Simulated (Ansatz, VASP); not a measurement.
**Two plane-wave programs on ZnO**

Contents of POSCAR:

```
ZnO
1.0
    0.0000000000      2.0104384674      2.0104384674
    2.0104384674      0.0000000000      2.0104384674
    2.0104384674      2.0104384674      0.0000000000
Zn O
1 1
Direct
    0.0000000000      0.0000000000      0.0000000000
    0.5000000000      0.5000000000      0.5000000000
```

Contents of INCAR.step1:

```
SYSTEM = ZnO
PREC     = Accurate       ! precision mode
ENCUT    = 520            ! plane-wave cutoff, eV
ISMEAR   = 0              ! smearing method
SIGMA    = 0.01           ! smearing width, eV
LREAL    = .FALSE.        ! projectors in reciprocal space
LASPH    = .TRUE.         ! aspherical terms in the spheres
NELM     = 100            ! most SCF steps
NBANDS   = 16             ! bands
GGA      = PE             ! functional
ALGO     = Normal         ! electronic algorithm
EDIFF    = 1E-4           ! SCF threshold, eV
LWAVE    = .TRUE.         ! write WAVECAR
LCHARG   = .FALSE.        ! write CHGCAR
```

Contents of INCAR.step2:

```
SYSTEM = ZnO
PREC     = Accurate       ! precision mode
ENCUT    = 520            ! plane-wave cutoff, eV
EDIFF    = 1E-6           ! SCF threshold, eV
ISMEAR   = 0              ! smearing method
SIGMA    = 0.01           ! smearing width, eV
LREAL    = .FALSE.        ! projectors in reciprocal space
LASPH    = .TRUE.         ! aspherical terms in the spheres
NELM     = 100            ! most SCF steps
ALGO     = Normal         ! electronic algorithm
ISIF     = 2              ! what is computed and relaxed
LWAVE    = .FALSE.        ! write WAVECAR
LCHARG   = .FALSE.        ! write CHGCAR
METAGGA  = R2SCAN         ! meta-GGA
LMIXTAU  = .TRUE.       
NBANDS   = 16             ! bands
ISTART   = 1
```

KPOINTS

```
Automatic mesh
0
G
  10 10 10
  0 0 0
```

Input for Ansatz:

```yaml
crystal:
  lattice:
    - [0.0, 2.0104384674, 2.0104384674]
    - [2.0104384674, 0.0, 2.0104384674]
    - [2.0104384674, 2.0104384674, 0.0]
  atoms:
    - { symbol: Zn, position: [0.0, 0.0, 0.0] }
    - { symbol: O, position: [0.5, 0.5, 0.5] }
kpoints:
  mp_grid: { grid: [10, 10, 10] }
  band_path:
    path:
      - [0.0, 0.0, 0.0]
      - [0.5, 0.0, 0.5]
      - [0.625, 0.25, 0.625]
      - [0.375, 0.375, 0.75]
      - [0.5, 0.5, 0.5]
      - [0.5, 0.25, 0.75]
    npoints: 1
hamiltonian:
  xc: r2scan
scf:
  occupations: { method: fixed }
  n_extra_bands: 4
output:
  forces: true
  stress: true
  eigenvalues: true
```

Change from the starting cell: hydrostatic strain -5.8%.

Alike in both runs: task single point; functional r2SCAN; k mesh 10 × 10 × 10; no spin polarisation.

|  | VASP | Ansatz |
| --- | --- | --- |
| version | VASP 6.6.1 | Ansatz 0.2.0 |
| potentials or method | VASP PAW PBE potentials, release 64 (Zn, O) | plane waves, PAW |
| plane-wave cutoff (eV) | 520 | 500 |
| occupations | gaussian, width 0.01 eV | fixed |
| valence electrons in the cell | 18 | 18 |

|  | VASP | Ansatz | Ansatz less VASP |
| --- | --- | --- | --- |
| gap on the k mesh at the Fermi level (eV) | 2.52 | 2.55 | +0.030 |
| pressure (GPa) | 54.4 | 51.1 | -3.30 |

VASP's potentials were made for PBE, not for r2SCAN. Both programs put the cell under a high pressure, so it lies far from rest at this level.
